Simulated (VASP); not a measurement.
# Sr (C2/c) in VASP: single point with PBEsol

Aim: the single point of Sr with PBEsol.

All numbers are computed with VASP 6.6.1; they aren't measurements. Logs are shortened: lines on timing, memory, paths and dates and some standing lists are left out, and cuts for length are marked.

## (1) The cell of the first run

Symmetry: C2/c, No. 15, monoclinic system. Conventional cell: a = 3.767 Å, b = 9.883 Å, c = 5.290 Å, α = 90.00°, β = 110.78°, γ = 90.00°. Within 4.8 Å of Sr (site symmetry 2) lie 10 Sr at 3.62 to 4.50 Å.

## (2) Single point, PBEsol (46.04 Å³/atom)

INCAR reads:

```
  PREC = Accurate
  ENCUT = 520
  EDIFF = 1E-7
  ISMEAR = -1
  SIGMA = 0.1
  LREAL = False
  LASPH = True
  NELM = 100
  ALGO = Normal
  ISIF = 2
  LWAVE = False
  LCHARG = False
  GGA = PS
  NBANDS = 17
```

KPOINTS reads:

```
regular mesh
0
Gamma
  10 10 7
```

POSCAR reads:

```
Sr
1.0
   -3.4932349883      3.4951065301      1.8837132953
    3.4951065301     -3.4932349883      1.8837132953
    3.4965526998      3.4965526998     -1.8802855631
Sr
2
Direct
    0.0001063795      0.9998936205      1.0000000000
    0.7498936205      0.2501063795      0.5000000000
```

Potentials or basis: VASP PAW PBE potentials, release 64 (Sr_sv).

The run is started by

```console
$ cat potpaw_PBE.64/Sr_sv/POTCAR > POTCAR
$ mpirun -np 1 vasp_std > vasp.out
```

OUTCAR:

```text
PREC = Accurate
   ENCUT = 520
   EDIFF = 1E-7
   ISMEAR = -1
   LREAL = False
   LASPH = True
   NELM = 100
   ISIF = 2
   GGA = PS

 ion  position               nearest neighbor table
   1  0.000  1.000  0.000-   2 3.62   2 3.62   2 3.62   2 3.62   2 4.49   2 4.49   2 4.50   2 4.50

   2  0.750  0.250  0.500-   1 3.62   1 3.62   1 3.62   1 3.62   1 4.49   1 4.49   1 4.50   1 4.50

  LATTYP: Found a base centered monoclinic cell.
 ALAT       =     3.7674275203
 B/A-ratio  =     2.6232773691
 C/A-ratio  =     1.4042198055
 COS(beta)  =    -0.3547648410

  Lattice vectors:

 A1 = (  -3.4932349883,   3.4951065301,   1.8837132953)
 A2 = (   3.4951065301,  -3.4932349883,   1.8837132953)
 A3 = (   3.4965526998,   3.4965526998,  -1.8802855631)

Analysis of symmetry for initial positions (statically):
=====================================================================
 Subroutine PRICEL returns:
 Original cell was already a primitive cell.

 Routine SETGRP: Setting up the symmetry group for a
 base centered monoclinic supercell.

 Subroutine GETGRP returns: Found  4 space group operations
 (whereof  2 operations were pure point group operations)
 out of a pool of  4 trial point group operations.

The static configuration has the point symmetry C_2 .
 The point group associated with its full space group is C_2h.

Analysis of symmetry for dynamics (positions and initial velocities):
=====================================================================
 Subroutine PRICEL returns:
 Original cell was already a primitive cell.

 Routine SETGRP: Setting up the symmetry group for a
 base centered monoclinic supercell.

 Subroutine GETGRP returns: Found  4 space group operations
 (whereof  2 operations were pure point group operations)
 out of a pool of  4 trial point group operations.

The dynamic configuration has the point symmetry C_2 .
 The point group associated with its full space group is C_2h.

 Subroutine INISYM returns: Found  4 space group operations
 (whereof  2 operations are pure point group operations),
 and found     1 'primitive' translations

----------------------------------------------------------------------------------------

                                     Primitive cell

  volume of cell :      92.0821

  direct lattice vectors                    reciprocal lattice vectors
    -3.493234988  3.495106530  1.883713295    -0.000197905  0.142897563  0.265362286
     3.495106530 -3.493234988  1.883713295     0.142897563 -0.000197905  0.265362286
     3.496552700  3.496552700 -1.880285563     0.142959797  0.142959797 -0.000142036

  length of vectors
     5.288368001  5.288368001  5.290296340     0.301391598  0.301391598  0.202175734

  position of ions in fractional coordinates (direct lattice)
     0.000106379  0.999893621  1.000000000
     0.749893621  0.250106379  0.500000000

  ion indices of the primitive-cell ions
   primitive index   ion index
                 1           1
                 2           2

----------------------------------------------------------------------------------------

 KPOINTS: regular mesh

Automatic generation of k-mesh.
 Grid dimensions read from file:
 generate k-points for:   10   10    7

 Generating k-lattice:

  Cartesian coordinates                     Fractional coordinates (reciprocal lattice)
    -0.000019790  0.014289756  0.026536229     0.100000000  0.000000000  0.000000000
     0.014289756 -0.000019790  0.026536229     0.000000000  0.100000000  0.000000000
     0.020422828  0.020422828 -0.000020291    -0.000000000 -0.000000000  0.142857143

  Length of vectors
     0.030139160  0.030139160  0.028882248

  Shift w.r.t. Gamma in fractional coordinates (k-lattice)
     0.000000000  0.000000000  0.000000000

 Subroutine IBZKPT returns following result:
 ===========================================

 Found    196 irreducible k-points:

 Following reciprocal coordinates:
            Coordinates               Weight
  0.000000  0.000000  0.000000      1.000000
  0.100000  0.000000 -0.000000      4.000000
  0.200000  0.000000 -0.000000      4.000000
  0.300000  0.000000  0.000000      4.000000
  0.400000  0.000000  0.000000      4.000000
  0.500000 -0.000000 -0.000000      2.000000
[... 16 lines left out ...]
  0.300000  0.300000 -0.000000      2.000000
  0.400000  0.300000 -0.000000      4.000000
 [... further k-points ...]
   k-points           NKPTS =    196   k-points in BZ     NKDIM =    196   number of bands    NBANDS=     17
   number of dos      NEDOS =    301   number of ions     NIONS =      2
   total plane-waves  NPLWV =  64000
   dimension x,y,z NGX =    40 NGY =   40 NGZ =   40
   dimension x,y,z NGXF=    80 NGYF=   80 NGZF=   80
   ions per type =               2
   NGX,Y,Z   is equivalent  to a cutoff of  12.57, 12.57, 12.57 a.u.
   NGXF,Y,Z  is equivalent  to a cutoff of  25.15, 25.15, 25.14 a.u.
 SYSTEM =  unknown system
   PREC   = accura    normal or accurate (medium, high low for compatibility)
   ISTART =      0    job   : 0-new  1-cont  2-samecut
   ICHARG =      2    charge: 1-file 2-atom 10-const
   ISPIN  =      1    spin polarized calculation?
   LNONCOLLINEAR =      F non collinear calculations
   LSORBIT =      F    spin-orbit coupling
   LASPH  =      T    aspherical Exc in radial PAW
   ENCUT  =  520.0 eV  38.22 Ry    6.18 a.u.   9.83  9.83  9.84*2*pi/ulx,y,z
   NELM   =    100;   NELMIN=  2; NELMDL= -5     # of ELM steps
   EDIFF  = 0.1E-06   stopping-criterion for ELM
   LREAL  =      F    real-space projection
   EDIFFG = 0.1E-05   stopping-criterion for IOM
   NSW    =      0    number of steps for IOM
   IBRION =     -1    ionic relax: 0-MD 1-quasi-New 2-CG
   NFREE  =      0    steps in history (QN), initial steepest desc. (CG)
   ISIF   =      2    stress and relaxation
   ISYM   =      2    0-nonsym 1-usesym 2-fastsym
   POTIM  = 0.5000    time-step for ionic-motion
   TEBEG  =    0.0;   TEEND  =   0.0 temperature during run
   PSTRESS=    0.0 pullay stress
   NELECT =      20.0000    total number of electrons
   NUPDOWN=      -1.0000    fix difference up-down
   EMIN   =  10.00;   EMAX   =-10.00  energy-range for DOS
   EFERMI =   0.00;   METHOD = LEGACY
   ISMEAR =    -1;   SIGMA  =   0.10  broadening in eV -4-tet -1-fermi 0-gaus
   EFERMI_NEDOS =   21; number of points for ismear=-14 and -15
   IALGO  =     38    algorithm
   IMIX   =      4    mixing-type and parameters
     AMIX     =   0.40;   BMIX     =  1.00
     AMIX_MAG =   1.60;   BMIX_MAG =  1.00
  volume/ion in A,a.u.               =      46.04       310.70
  Fermi-wavevector in a.u.,A,eV,Ry     =   0.984071  1.859625 13.175828  0.968396
  Thomas-Fermi vector in A             =   2.115276
   LORBIT       =      0    0 simple, 1 ext, 2 COOP (PROOUT), +10 PAW based schemes
   GGA     = PS    functional components
   LHFCALC =     F    Hartree Fock is set to
   AEXX    =    0.0000 exact exchange contribution
   IVDW    =     0    specifies the selected vdW correction
   LEPSILON=     F    determine dielectric tensor
   LRPA    =     F    only Hartree local field effects (RPA)
 non-spin polarized calculation
  energy-cutoff  :      520.00
  volume of cell :       92.08
 maximum number of plane-waves:      2496
   NGX = 19   NGY = 19   NGZ = 19

 number of electron      20.0000000 magnetization

 Free energy of the ion-electron system (eV)
  ---------------------------------------------------
  ext. energy  EPLUGINS =         0.00000000
  ---------------------------------------------------
  free energy    TOTEN  =        -3.16746031 eV

  energy without entropy =       -3.08784404  energy(sigma->0) =       -3.12765217

 E-fermi :   1.9513     XC(G=0):  -7.9955

 val. band max:        1.9512670012   @ k =  -0.3000   0.5000   0.2857
 cond. band min:       1.9543111591   @ k =   0.4000   0.1000   0.2857
 fundamental gap:      0.0030441579
 Fermi energy:         1.9513032225

 k-point     1 :       0.0000    0.0000    0.0000
  band No.  band energies     occupation
      1     -34.3216      2.00000
      2     -34.2402      2.00000
      3     -16.5290      2.00000
      4     -16.5280      2.00000
      5     -16.1464      2.00000
      6     -16.1410      2.00000
[... 9 lines left out ...]
     16       6.0190      0.00000
     17       6.0322      0.00000

 k-point     2 :       0.1000    0.0000   -0.0000
  band No.  band energies     occupation
      1     -34.3176      2.00000
      2     -34.2396      2.00000
      3     -16.5252      2.00000
      4     -16.5134      2.00000
      5     -16.1834      2.00000
      6     -16.1770      2.00000
[... 9 lines left out ...]
     16       5.7003      0.00000
     17       5.8182      0.00000

 k-point     3 :       0.2000    0.0000   -0.0000
  band No.  band energies     occupation
      1     -34.3068      2.00000
      2     -34.2382      2.00000
      3     -16.5163      2.00000
      4     -16.4762      2.00000
      5     -16.2788      2.00000
      6     -16.2601      2.00000
[... 9 lines left out ...]
     16       5.0563      0.00000
     17       5.4088      0.00000

 k-point     4 :       0.3000    0.0000    0.0000
  band No.  band energies     occupation
      1     -34.2926      2.00000
      2     -34.2374      2.00000
      3     -16.5052      2.00000
      4     -16.4576      2.00000
      5     -16.3882      2.00000
      6     -16.3310      2.00000
[... 9 lines left out ...]
     16       4.9956      0.00000
     17       5.3419      0.00000
[... 343 lines left out ...]
      1     -34.3138      2.00000
      2     -34.2479      2.00000
      3     -16.4957      2.00000
      4     -16.4954      2.00000
      5     -16.1933      2.00000
      6     -16.1591      2.00000
[... 9 lines left out ...]
     16       6.1102      0.00000
     17       6.1841      0.00000

 k-point    23 :       0.3000    0.3000   -0.0000
  band No.  band energies     occupation
      1     -34.2707      2.00000
      2     -34.2469      2.00000
      3     -16.5459      2.00000
      4     -16.4723      2.00000
      5     -16.4158      2.00000
      6     -16.3587      2.00000
[... 9 lines left out ...]
     16       5.0061      0.00000
     17       5.8279      0.00000

 k-point    24 :       0.4000    0.3000   -0.0000
  band No.  band energies     occupation
      1     -34.2731      2.00000
      2     -34.2566      2.00000
      3     -16.4959      2.00000
      4     -16.4233      2.00000
      5     -16.3927      2.00000
      6     -16.3060      2.00000
[... 9 lines left out ...]
     16       5.1547      0.00000
     17       5.4299      0.00000

 [... further k-points ...]

------------------------ aborting loop because EDIFF is reached ----------------------------------------

  FORCE on cell =-STRESS in cart. coord.  units (eV):
  Direction    XX          YY          ZZ          XY          YZ          ZX
  --------------------------------------------------------------------------------------
  -------------------------------------------------------------------------------------
  Total        0.7473709      0.7473709      0.8044824      0.0041412      0.0012935      0.0012935
  in kB       13.0038437     13.0038437     13.9975525      0.0720553      0.0225061      0.0225061
  external PRESSURE =      13.3350799 kB  Pullay stress =       0.0000000 kB

 VOLUME and BASIS-vectors are now :
 -----------------------------------------------------------------------------
  energy-cutoff  :      520.00
  volume of cell :       92.08
      direct lattice vectors                 reciprocal lattice vectors
    -3.493234988  3.495106530  1.883713295    -0.000197905  0.142897563  0.265362286
     3.495106530 -3.493234988  1.883713295     0.142897563 -0.000197905  0.265362286
     3.496552700  3.496552700 -1.880285563     0.142959797  0.142959797 -0.000142036

 POSITION                                       TOTAL-FORCE (eV/Angst)
 -----------------------------------------------------------------------------------
      3.49436     -3.49249      1.88371         0.002506     -0.002506     -0.000000
      0.00287      3.49555      0.94357        -0.002506      0.002506      0.000000
 -----------------------------------------------------------------------------------
    total drift:                               -0.000000      0.000000      0.000000

  FREE ENERGIE OF THE ION-ELECTRON SYSTEM (eV)
  ---------------------------------------------------
  free  energy   TOTEN  =        -3.1674603062 eV

  energy  without entropy=       -3.0878440433  energy(sigma->0) =       -3.12765217
```

Wall time 6 min (1 thread of Intel Xeon 8259CL, shared host); peak memory 0.42 GiB.

Results:

```
Free energy            : -3.1675 eV
Pressure               : 1.3 GPa
Largest force          : 0.004 eV/Å
Band gap on the k mesh : zero (bands 10 and 11 overlap by 0.32 eV)
```

Forces in eV/Å, atoms in the order of the input:
```
Sr   0.003 -0.003  0.000
Sr  -0.003  0.003  0.000
```

Stress tensor (GPa, compression positive):
```
1.30 0.01 0.00
0.01 1.30 0.00
0.00 0.00 1.40
```

Levels at points of the mesh, in eV from the Fermi level:
| k point | band 6 | band 7 | band 8 | band 9 | band 10 | band 11 | band 12 | band 13 | band 14 | band 15 |
| --- | --- | --- | --- | --- | --- | --- | --- | --- | --- | --- |
| (0.00, 0.00, 0.00) | -18.09 | -18.06 | -18.06 | -3.67 | -0.61 | 0.70 | 1.09 | 1.78 | 3.29 | 3.31 |
| (0.50, 0.00, 0.00) | -18.23 | -18.19 | -18.04 | -0.83 | -0.22 | 0.13 | 1.28 | 1.43 | 2.15 | 2.72 |
| (0.50, 0.50, 0.00) | -18.29 | -18.07 | -18.07 | -1.84 | -1.84 | 1.09 | 1.10 | 1.86 | 1.86 | 2.90 |

Caveat: the PAW data sets were made with another functional, which shifts forces and pressure a little.
